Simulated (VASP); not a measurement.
A run of VASP 6.6.1 is set up as follows.

INCAR

```
SYSTEM = Ag
PREC     = Accurate       ! precision mode
ENCUT    = 520            ! plane-wave cutoff, eV
EDIFF    = 1E-6           ! SCF threshold, eV
ISMEAR   = 0              ! smearing method
SIGMA    = 0.1            ! smearing width, eV
LREAL    = .FALSE.        ! projectors in reciprocal space
LASPH    = .TRUE.         ! aspherical terms in the spheres
NELM     = 60             ! most SCF steps
ALGO     = Fast           ! electronic algorithm
ISIF     = 2              ! what is computed and relaxed
LWAVE    = .FALSE.        ! write WAVECAR
LCHARG   = .TRUE.         ! write CHGCAR
GGA      = PS             ! functional
LELF     = .TRUE.         ! ELF
LVHAR    = .TRUE.       
NBANDS   = 60             ! bands
```

Contents of KPOINTS:

```
Automatic mesh
0
G
  12 12 2
  0 0 0
```

POSCAR

```
Ag
1.0
    2.8974285914      0.0000000000      0.0000000000
   -1.4487142957      2.5092467658      0.0000000000
    0.0000000000      0.0000000000     20.8334238203
Ag
9
Direct
    0.0000000000      0.0000000000      0.0000000000
    0.0000000000      0.0000000000      0.7776308183
    0.3333333333      0.6666666667      0.8890358483
    0.6666666667      0.3333333333      0.3333333333
    0.6666666667      0.3333333333      0.1109641517
    0.0000000000      0.0000000000      0.2223691817
    0.3333333333      0.6666666667      0.6666666667
    0.3333333333      0.6666666667      0.4442974850
    0.6666666667      0.3333333333      0.5557025150
```

Potentials or basis: VASP PAW PBE potentials, release 64 (Ag).

Command:

```sh
$ cat potpaw_PBE.64/Ag/POTCAR > POTCAR
$ mpirun -np 1 vasp_std > vasp.out
```

Question: Estimate the band gap on the k mesh.

Answer: Zero (an odd number of electrons rules out a gap without spin polarisation).

Question: Estimate the pressure.

Answer: -1.1 GPa.

Stress tensor (GPa, compression positive):
```
-1.53  0.00  0.00
 0.00 -1.53  0.00
 0.00  0.00 -0.20
```

Caveat: the cell differs from its parent crystal (biaxial strain in the a-b plane: +1.0 %, then relaxed in part); the PAW data sets were made with another functional, which shifts forces and pressure a little.
